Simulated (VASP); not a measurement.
SnS, 8 atoms in the cell. It takes space group Pnma (No. 62, orthorhombic). The conventional cell has a = 11.218 Å, b = 3.962 Å, c = 4.433 Å, α = 90.00°, β = 90.00°, γ = 90.00°. Within 3.6 Å of Sn (site symmetry m) lie 6 S at 2.63 to 3.42 Å and 2 Sn at 3.51 Å. Within 3.5 Å of S (site symmetry m) lie 6 Sn at 2.63 to 3.42 Å. 

```yaml
Program: VASP 6.6.1
Task: single point
Functional: r2SCAN
Dispersion: rVV10
Potentials_or_basis: VASP PAW PBE potentials, release 64 (Sn_d, S)
Cutoff: 550 eV
k_mesh: 2 × 6 × 6
Occupations: fermi-dirac, width 0.02 eV
Spin: no spin polarisation
Dipole_correction: no
Further_INCAR_settings: ALGO = Normal; EDIFF = 1e-06; NBANDS = 50
```

Potentials or basis: VASP PAW PBE potentials, release 64 (Sn_d, S).

Run with:

```console
$ cat potpaw_PBE.64/Sn_d/POTCAR potpaw_PBE.64/S/POTCAR > POTCAR
$ cp INCAR.step1 INCAR
$ mpirun -np 1 vasp_std > vasp.out
$ cp INCAR.step2 INCAR
$ mpirun -np 1 vasp_std > vasp.out
```

Hardware: 1 thread of Intel(R) Xeon(R) 6975P-C (Granite Rapids) (shared host).

Problem. How long does it take, and how much memory?

Solution. It took 8.9 min on 1 thread of Intel(R) Xeon(R) 6975P-C (Granite Rapids), on a shared host, peak memory 0.84 GiB. Counts: k points 32.
